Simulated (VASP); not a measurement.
# Sc2Al (P6_3/mmc) in VASP: further runs, part 2 of 2

VASP 6.6.1. The steps go on from the part before.

### 5 Single point, r2SCAN

POSCAR

```
Sc2Al
1.0
    4.8926114005      0.0000000000      0.0000000000
   -2.4463057002      4.2371257637      0.0000000000
    0.0000000000      0.0000000000      6.1614205700
Sc Al
4 2
Direct
    0.0000000000      0.0000000000      0.0000000000
    0.0000000000      0.0000000000      0.5000000000
    0.3333333333      0.6666666667      0.7500000000
    0.6666666667      0.3333333333      0.2500000000
    0.3333333333      0.6666666667      0.2500000000
    0.6666666667      0.3333333333      0.7500000000
```

INCAR.step1

```
PREC = Accurate
ENCUT = 520
ISMEAR = 0
SIGMA = 0.2
LREAL = False
LASPH = True
NELM = 100
NBANDS = 34
GGA = PE
ALGO = Normal
EDIFF = 1E-4
LWAVE = True
LCHARG = False
```

INCAR.step2

```
PREC = Accurate
ENCUT = 520
EDIFF = 1E-7
ISMEAR = 0
SIGMA = 0.2
LREAL = False
LASPH = True
NELM = 100
ALGO = Normal
ISIF = 2
LWAVE = False
LCHARG = False
METAGGA = R2SCAN
LMIXTAU = True
NBANDS = 34
ISTART = 1
```

KPOINTS

```
Automatic mesh
0
Gamma
  6 6 3
```

Potentials or basis: VASP PAW PBE potentials, release 64 (Sc_sv, Al).

On the command line:

```console
cat potpaw_PBE.64/Sc_sv/POTCAR potpaw_PBE.64/Al/POTCAR > POTCAR
cp INCAR.step1 INCAR
mpirun -np 1 vasp_std > vasp.out
cp INCAR.step2 INCAR
mpirun -np 1 vasp_std > vasp.out
```

OUTCAR:

```text
PREC = Accurate
   ENCUT = 520
   EDIFF = 1E-7
   ISMEAR = 0
   LREAL = False
   LASPH = True
   NELM = 100
   ISIF = 2
   METAGGA = R2SCAN
   ISTART = 1

 ion  position               nearest neighbor table
   1  0.000  0.000  0.000-   2 3.08   2 3.08   4 3.22   5 3.22   6 3.22   3 3.22   3 3.22   5 3.22
                             4 3.22   6 3.22   4 3.22   6 3.22   3 3.22   5 3.22
   2  0.000  0.000  0.500-   1 3.08   1 3.08   4 3.22   5 3.22   6 3.22   3 3.22   3 3.22   5 3.22
                             4 3.22   6 3.22   4 3.22   6 3.22   3 3.22   5 3.22
   3  0.333  0.667  0.750-   6 2.82   6 2.82   6 2.82   5 3.08   5 3.08   1 3.22   2 3.22   2 3.22
                             1 3.22   2 3.22   1 3.22
   4  0.667  0.333  0.250-   5 2.82   5 2.82   5 2.82   6 3.08   6 3.08   1 3.22   2 3.22   1 3.22
                             2 3.22   1 3.22   2 3.22
   5  0.333  0.667  0.250-   4 2.82   4 2.82   4 2.82   3 3.08   3 3.08   1 3.22   2 3.22   2 3.22
                             1 3.22   2 3.22   1 3.22
   6  0.667  0.333  0.750-   3 2.82   3 2.82   3 2.82   4 3.08   4 3.08   1 3.22   2 3.22   1 3.22
                             2 3.22   1 3.22   2 3.22

  LATTYP: Found a hexagonal cell.
 ALAT       =     4.8926114005
 C/A-ratio  =     1.2593316872

  Lattice vectors:

 A1 = (   4.8926114005,   0.0000000000,   0.0000000000)
 A2 = (  -2.4463057002,   4.2371257637,   0.0000000000)
 A3 = (   0.0000000000,   0.0000000000,   6.1614205700)

Analysis of symmetry for initial positions (statically):
=====================================================================
 Subroutine PRICEL returns:
 Original cell was already a primitive cell.

 Routine SETGRP: Setting up the symmetry group for a
 hexagonal supercell.

 Subroutine GETGRP returns: Found 24 space group operations
 (whereof 12 operations were pure point group operations)
 out of a pool of 24 trial point group operations.

The static configuration has the point symmetry D_3d.
 The point group associated with its full space group is D_6h.

Analysis of symmetry for dynamics (positions and initial velocities):
=====================================================================
 Subroutine PRICEL returns:
 Original cell was already a primitive cell.

 Routine SETGRP: Setting up the symmetry group for a
 hexagonal supercell.

 Subroutine GETGRP returns: Found 24 space group operations
 (whereof 12 operations were pure point group operations)
 out of a pool of 24 trial point group operations.

The dynamic configuration has the point symmetry D_3d.
 The point group associated with its full space group is D_6h.

 Subroutine INISYM returns: Found 24 space group operations
 (whereof 12 operations are pure point group operations),
 and found     1 'primitive' translations

----------------------------------------------------------------------------------------

                                     Primitive cell

  volume of cell :     127.7300

  direct lattice vectors                    reciprocal lattice vectors
     4.892611400  0.000000000  0.000000000     0.204389827  0.118004522  0.000000000
    -2.446305700  4.237125764  0.000000000     0.000000000  0.236009044  0.000000000
     0.000000000  0.000000000  6.161420570     0.000000000  0.000000000  0.162300234

  length of vectors
     4.892611400  4.892611400  6.161420570     0.236009044  0.236009044  0.162300234

  position of ions in fractional coordinates (direct lattice)
     0.000000000  0.000000000  0.000000000
[... 54 lines left out ...]
  0.166667  0.166667  0.333333     12.000000
  0.333333  0.166667  0.333333     24.000000
  0.333333  0.333333  0.333333      4.000000
   k-points           NKPTS =     14   k-points in BZ     NKDIM =     14   number of bands    NBANDS=     34
   number of dos      NEDOS =    301   number of ions     NIONS =      6
   total plane-waves  NPLWV =  62208
   dimension x,y,z NGX =    36 NGY =   36 NGZ =   48
   dimension x,y,z NGXF=    72 NGYF=   72 NGZF=   96
   ions per type =               4   2
   NGX,Y,Z   is equivalent  to a cutoff of  12.23, 12.23, 12.95 a.u.
   NGXF,Y,Z  is equivalent  to a cutoff of  24.46, 24.46, 25.90 a.u.
 SYSTEM =  unknown system
   PREC   = accura    normal or accurate (medium, high low for compatibility)
   ISTART =      1    job   : 0-new  1-cont  2-samecut
   ICHARG =      0    charge: 1-file 2-atom 10-const
   ISPIN  =      1    spin polarized calculation?
   LNONCOLLINEAR =      F non collinear calculations
   LSORBIT =      F    spin-orbit coupling
   LASPH  =      T    aspherical Exc in radial PAW
   ENCUT  =  520.0 eV  38.22 Ry    6.18 a.u.   9.10  9.10 11.46*2*pi/ulx,y,z
   NELM   =    100;   NELMIN=  2; NELMDL=  0     # of ELM steps
   EDIFF  = 0.1E-06   stopping-criterion for ELM
   LREAL  =      F    real-space projection
   EDIFFG = 0.1E-05   stopping-criterion for IOM
   NSW    =      0    number of steps for IOM
   IBRION =     -1    ionic relax: 0-MD 1-quasi-New 2-CG
   NFREE  =      0    steps in history (QN), initial steepest desc. (CG)
   ISIF   =      2    stress and relaxation
   ISYM   =      2    0-nonsym 1-usesym 2-fastsym
   POTIM  = 0.5000    time-step for ionic-motion
   TEBEG  =    0.0;   TEEND  =   0.0 temperature during run
   PSTRESS=    0.0 pullay stress
   NELECT =      50.0000    total number of electrons
   NUPDOWN=      -1.0000    fix difference up-down
   EMIN   =  10.00;   EMAX   =-10.00  energy-range for DOS
   EFERMI =   0.00;   METHOD = LEGACY
   ISMEAR =     0;   SIGMA  =   0.20  broadening in eV -4-tet -1-fermi 0-gaus
   EFERMI_NEDOS =   21; number of points for ismear=-14 and -15
   IALGO  =     38    algorithm
   IMIX   =      4    mixing-type and parameters
     AMIX     =   0.40;   BMIX     =  1.00
     AMIX_MAG =   1.60;   BMIX_MAG =  1.00
  volume/ion in A,a.u.               =      21.29       143.66
  Fermi-wavevector in a.u.,A,eV,Ry     =   1.197569  2.263077 19.513086  1.434171
  Thomas-Fermi vector in A             =   2.333480
   LORBIT       =      0    0 simple, 1 ext, 2 COOP (PROOUT), +10 PAW based schemes
   METAGGA = R2SCAN    functional components
   LHFCALC =     F    Hartree Fock is set to
   AEXX    =    0.0000 exact exchange contribution
   IVDW    =     0    specifies the selected vdW correction
   LEPSILON=     F    determine dielectric tensor
   LRPA    =     F    only Hartree local field effects (RPA)
 non-spin polarized calculation
 Gauss-broadening in eV      SIGMA  =   0.20
  energy-cutoff  :      520.00
  volume of cell :      127.73
 maximum number of plane-waves:      3453
   NGX = 19   NGY = 19   NGZ = 23

 number of electron      50.0000002 magnetization

 Free energy of the ion-electron system (eV)
  ---------------------------------------------------
  ext. energy  EPLUGINS =         0.00000000
  ---------------------------------------------------
  free energy    TOTEN  =       -61.32679970 eV

  energy without entropy =      -61.20182097  energy(sigma->0) =      -61.26431034

 E-fermi :   4.8928     XC(G=0): -10.7826

 val. band max:        4.8834110591   @ k =   0.1667   0.1667   0.3333
 cond. band min:       4.8960772546   @ k =   0.1667   0.1667   0.0000
 fundamental gap:      0.0126661955
 Fermi energy:         4.8927956526

 k-point     1 :       0.0000    0.0000    0.0000
  band No.  band energies     occupation
      1     -46.7713      2.00000
      2     -46.7150      2.00000
      3     -46.6823      2.00000
      4     -46.6692      2.00000
      5     -24.5677      2.00000
      6     -24.5280      2.00000
[... 507 lines left out ...]
     33       7.1756      0.00000
     34       7.1756      0.00000

------------------------ aborting loop because EDIFF is reached ----------------------------------------

  FORCE on cell =-STRESS in cart. coord.  units (eV):
  Direction    XX          YY          ZZ          XY          YZ          ZX
  --------------------------------------------------------------------------------------
  -------------------------------------------------------------------------------------
  Total       -0.0832361     -0.0832361      0.4225983     -0.0000000      0.0000000     -0.0000000
  in kB       -1.0440699     -1.0440699      5.3008488     -0.0000000      0.0000000     -0.0000000
  external PRESSURE =       1.0709030 kB  Pullay stress =       0.0000000 kB

 VOLUME and BASIS-vectors are now :
 -----------------------------------------------------------------------------
  energy-cutoff  :      520.00
  volume of cell :      127.73
      direct lattice vectors                 reciprocal lattice vectors
     4.892611400  0.000000000  0.000000000     0.204389827  0.118004522  0.000000000
    -2.446305700  4.237125764  0.000000000     0.000000000  0.236009044  0.000000000
     0.000000000  0.000000000  6.161420570     0.000000000  0.000000000  0.162300234

 POSITION                                       TOTAL-FORCE (eV/Angst)
 -----------------------------------------------------------------------------------
      0.00000      0.00000      0.00000         0.000000     -0.000000      0.000000
      0.00000      0.00000      3.08071         0.000000     -0.000000      0.000000
     -0.00000      2.82475      4.62107        -0.000000     -0.000000      0.000000
      2.44631      1.41238      1.54036        -0.000000     -0.000000      0.000000
     -0.00000      2.82475      1.54036         0.000000      0.000000      0.000000
      2.44631      1.41238      4.62107        -0.000000     -0.000000      0.000000
 -----------------------------------------------------------------------------------
    total drift:                               -0.000000      0.000000     -0.000000

  FREE ENERGIE OF THE ION-ELECTRON SYSTEM (eV)
  ---------------------------------------------------
  free  energy   TOTEN  =       -61.3267996981 eV

  energy  without entropy=      -61.2018209749  energy(sigma->0) =      -61.26431034
```

Wall time 1.9 min (1 thread of Intel Xeon 6975P-C (Granite Rapids), shared host); peak memory 0.26 GiB.

What came out:

```
Free energy            : -61.3268 eV
Pressure               : 0.1 GPa
Band gap on the k mesh : zero (band 25 reaches 5.21 eV, above the bottom of band 26 at 4.57 eV)
```

Stress tensor (GPa, compression positive):
```
-0.10  0.00  0.00
 0.00 -0.10  0.00
 0.00  0.00  0.53
```

Levels at points of the mesh, in eV from the Fermi level:
```tsv
k point	band 22	band 23	band 24	band 25	band 26	band 27	band 28	band 29
(0.00, 0.00, 0.00)	-0.74	-0.74	-0.65	-0.33	-0.33	-0.03	-0.03	2.00
(0.50, 0.00, 0.00)	-1.23	-1.14	-1.06	-0.75	0.27	0.49	1.00	1.21
```

Caveat: the PAW data sets were made with another functional, which shifts forces and pressure a little.

### 6 The runs side by side

```tsv
smearing	gap on the mesh (eV)	pressure (GPa)
gaussian 0.01 eV	none	0.1
gaussian 0.05 eV	none	0.1
gaussian 0.1 eV	none	0.1
gaussian 0.2 eV	none	0.1
```

Alike in all rows: task single point; level r2SCAN; potentials or basis VASP PAW PBE potentials, release 64 (Sc_sv, Al); no spin polarisation; cell as given; k mesh 6 × 6 × 3; cutoff (eV) 520.

Every run on the cell as given and a fine mesh finds a metal.

Caveats: the PAW data sets were made with another functional, which shifts forces and pressure a little.

Total energies depend on the potentials used, so only differences within one code and one set of settings carry meaning.
